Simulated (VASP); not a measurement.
Crystal: Al5P2.

```
CELL_PARAMETERS angstrom
-1.92500 1.92500 8.60000
1.92500 -1.92500 8.60000
1.92500 1.92500 -8.60000
ATOMIC_POSITIONS crystal
Al 0.00000 0.00000 0.00000
Al 0.35500 0.35500 0.00000
Al 0.64500 0.64500 0.00000
Al 0.25000 0.75000 0.50000
Al 0.75000 0.25000 0.50000
P 0.92750 0.42750 0.50000
P 0.57250 0.07250 0.50000
```

```yaml
Program: VASP 6.6.1
Task: relaxation of cell and atoms
Functional: PBE
Potentials_or_basis: VASP PAW PBE potentials, release 64 (Al, P)
Cutoff: 600 eV
k_mesh: 6 × 6 × 6
Occupations: gaussian, width 0.2 eV
Spin: no spin polarisation
```

At the start: pressure 11.4 GPa; volume 18.21 Å³/atom.

How do energy, volume and symmetry change on relaxing?

Over 8 steps the energy falls by 96.9 meV/atom and the volume is 20.67 Å³/atom (+13.5 %); space group I-4m2 (No. 119, to 0.1 Å) before and after.

The path:
```
step  energy change (eV)  largest force (eV/Å)  pressure (GPa)  volume (Å³)
   1              0.0000                0.5584           11.40       127.47
   2             -0.4970                0.2760           -3.39       152.91
   3             -0.5783                0.3604           -0.16       145.10
   4             -0.6132                0.1677           -0.16       145.18
   5             -0.6471                0.3072           -0.18       145.28
   6             -0.6726                0.1740           -0.02       144.69
   7             -0.6775                0.1009            0.09       144.30
   8             -0.6785                0.0359           -0.09       144.66
```

Final structure:
```
Al P
1.0
    -1.94804    1.94804    9.53000
     1.94804   -1.94804    9.53000
     1.94804    1.94804   -9.53000
Al P
5 2
Direct
  0.00000 0.00000 0.00000
  0.35189 0.35189 0.00000
  0.64811 0.64811 0.00000
  0.25000 0.75000 0.50000
  0.75000 0.25000 0.50000
  0.92709 0.42709 0.50000
  0.57291 0.07291 0.50000
```

Caveat: the relaxation stopped at a loose force limit of 0.08 eV/Å, so its end isn't a converged minimum.
